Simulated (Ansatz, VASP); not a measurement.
# ScTa3F: VASP beside Ansatz

INCAR

```
PREC = Accurate
ENCUT = 520
EDIFF = 1E-6
ISMEAR = 0
SIGMA = 0.1
LREAL = F
LASPH = T
NELM = 80
ALGO = Normal
ISIF = 2
LWAVE = F
LCHARG = T
GGA = PE
LELF = T
LVHAR = T
NBANDS = 34
```

The input KPOINTS:

```
Automatic mesh
0
Gamma
  4 4 4
```

POSCAR

```
ScTa3F
1.0
    3.9078612700      0.0000000000      0.0000000000
    0.0000000000      3.9078612700      0.0000000000
    0.0000000000      0.0000000000      4.9506097500
Sc Ta F
1 3 1
Direct
    0.0000000000      0.0000000000      0.0000000000
    0.0000000000      0.5000000000      0.5000000000
    0.5000000000      0.0000000000      0.5000000000
    0.5000000000      0.5000000000      0.1076000000
    0.5000000000      0.5000000000      0.6650000200
```

Input for Ansatz:

```yaml
crystal:
  lattice:
    - [3.90786127, 0.0, 0.0]
    - [0.0, 3.90786127, 0.0]
    - [0.0, 0.0, 4.95060975]
  atoms:
    - { symbol: Sc, position: [0.0, 0.0, 0.0] }
    - { symbol: Ta, position: [0.0, 0.5, 0.5] }
    - { symbol: Ta, position: [0.5, 0.0, 0.5] }
    - { symbol: Ta, position: [0.5, 0.5, 0.1076] }
    - { symbol: F, position: [0.5, 0.5, 0.66500002] }
basis:
  ecutwfc: 420
kpoints:
  mp_grid: { grid: [4, 4, 4] }
hamiltonian:
  xc: pbe
scf:
  occupations: { method: gaussian, width: 0.1 }
  lower_state_search: "off"
output:
  forces: true
  stress: true
  eigenvalues: true
```

Change from the starting cell: species swapped into the PrBPt3 type (P4mm, No. 99).

Alike in both runs: task single point; functional PBE; k mesh 4 × 4 × 4; occupations gaussian, width 0.1 eV; no spin polarisation.

```csv
,VASP,Ansatz
version,VASP 6.6.1,Ansatz 0.2.0
potentials or method,"VASP PAW PBE potentials, release 64 (Sc_sv, Ta_pv, F), cutoff 520 eV","scalar-relativistic, plane waves, PAW"
valence electrons in the cell,51,57
```

|  | VASP | Ansatz | Ansatz less VASP |
| --- | --- | --- | --- |
| gap on the k mesh at the Fermi level (eV) | none | none | - |
| rms of the force components (eV/Å) | 1.102 | 1.099 | -0.0022 |

Atom by atom the forces differ by 0.017 eV/Å (rms over components). A gap of «none» marks a metal or a gap that the smearing closes. VASP's potentials hold 51 valence electrons a cell and Ansatz's 57, so a difference there can come from the potentials and not from the codes.

The k mesh is coarse, so the values compare programs but aren't converged. Spin-orbit coupling is off throughout.
